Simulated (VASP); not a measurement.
A run of VASP 6.6.1 is set up as follows.

The input INCAR:

```
ALGO = Normal
EDIFF = 1E-6
ENCUT = 840
GGA = PS
GGA_COMPAT = F
ISIF = 2
ISMEAR = 0
LASPH = T
LCHARG = F
LREAL = F
LWAVE = F
NBANDS = 56
NELM = 120
PREC = Accurate
SIGMA = 0.02
```

File KPOINTS:

```
k-points
0
Gamma
  6 6 6
```

File POSCAR:

```
MgO2
1.0
    4.9970933274      0.0000000000      0.0000000000
    0.0000000000      4.9970933274      0.0000000000
    0.0000000000      0.0000000000      4.9970933274
Mg O
4 8
Direct
    0.0000000000      0.5000000000      0.5000000000
    0.5000000000      0.5000000000      0.0000000000
    0.5000000000      0.0000000000      0.5000000000
    0.0000000000      0.0000000000      0.0000000000
    0.4134348986      0.0865651014      0.9134348986
    0.0865651014      0.9134348986      0.4134348986
    0.9134348986      0.4134348986      0.0865651014
    0.5865651014      0.5865651014      0.5865651014
    0.4134348986      0.4134348986      0.4134348986
    0.0865651014      0.5865651014      0.9134348986
    0.9134348986      0.0865651014      0.5865651014
    0.5865651014      0.9134348986      0.0865651014
```

Potentials or basis: VASP PAW PBE potentials, release 64 (Mg_sv, O).

The run is started by

```console
$ cat potpaw_PBE.64/Mg_sv/POTCAR potpaw_PBE.64/O/POTCAR > POTCAR
$ mpirun -np 1 vasp_std > vasp.out
```

**Question.** Predict the band gap on the k mesh.

**Answer.** 3.64 eV (least direct gap 3.73 eV).

**Question.** Estimate the largest force.

**Answer.** 0.136 eV/Å.

**Question.** Predict the pressure.

**Answer.** -10.2 GPa.

Forces on the atoms (eV/Å):
```
Mg   0.000  0.000  0.000
Mg   0.000  0.000  0.000
Mg   0.000  0.000  0.000
Mg   0.000  0.000  0.000
O   -0.078  0.078 -0.078
O    0.078 -0.078 -0.078
O   -0.078 -0.078  0.078
O    0.078  0.078  0.078
O   -0.078 -0.078 -0.078
O    0.078  0.078 -0.078
O   -0.078  0.078  0.078
O    0.078 -0.078  0.078
```

Caveat: the cell stands under tension; the PAW data sets were made with another functional, which shifts forces and pressure a little. A k mesh can miss the band edges.
